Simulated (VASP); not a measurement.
**InGaAs2: single point with r2SCAN**

The system is InGaAs2.

```xyz
4
Lattice="3.9456 0.0000 0.0000 0.0000 3.9456 0.0000 0.0000 0.0000 5.9223" Properties=species:S:1:pos:R:3 pbc="T T T"
In    0.0000    0.0000    2.9612
Ga    1.9728    1.9728    0.0000
As    1.9728    0.0000    4.5595
As    0.0000    1.9728    1.3628
```

This cell differs from its parent crystal: strain -0.050 along x and y, +0.000 along z.

| Property | Result |
| --- | --- |
| Program | VASP 6.6.1 |
| Task | single point |
| Functional | r2SCAN |
| Potentials or basis | VASP PAW PBE potentials, release 64 (In_d, Ga_d, As) |
| Cutoff | 520 eV |
| k mesh | 8 × 8 × 6 |
| Occupations | gaussian, width 0.03 eV |
| Spin | no spin polarisation |

```
Pressure               : 8.2 GPa
Largest force          : 0.089 eV/Å
Band gap on the k mesh : 0.83 eV, direct
```

Forces on the atoms (eV/Å):
```
In   0.000  0.000  0.000
Ga   0.000  0.000  0.000
As   0.000  0.000  0.089
As   0.000  0.000 -0.089
```

Stress tensor (GPa, compression positive):
```
9.10 0.00 0.00
0.00 9.10 0.00
0.00 0.00 6.46
```

Levels at points of the mesh, in eV from the valence-band top:
```
           k point  band 16  band 17  band 18  band 19  band 20  band 21
(0.00, 0.00, 0.00)    -0.50     0.00     0.00     0.83     1.78     2.38
(0.50, 0.00, 0.00)    -3.74    -1.59    -0.87     2.75     3.97     5.25
(0.50, 0.50, 0.00)    -3.14    -3.14    -2.96     1.36     1.36     1.63
(0.00, 0.00, 0.50)    -2.16    -1.38    -1.38     2.27     2.42     3.27
(0.50, 0.00, 0.50)    -1.61    -1.56    -0.78     1.05     1.53     4.31
(0.50, 0.50, 0.50)    -3.86    -3.72    -3.72     4.38     4.38     4.48
```

Run time: 10 min on 1 thread of AMD EPYC 9R45 (Zen 5), with other jobs on the host, peak memory 0.28 GiB.

Caveat: the cell differs from its parent crystal (strain -0.050 along x and y, +0.000 along z); the PAW data sets were made with another functional, which shifts forces and pressure a little; spin-orbit coupling is left out, which moves the levels of the heavy elements. A k mesh can miss the band edges.
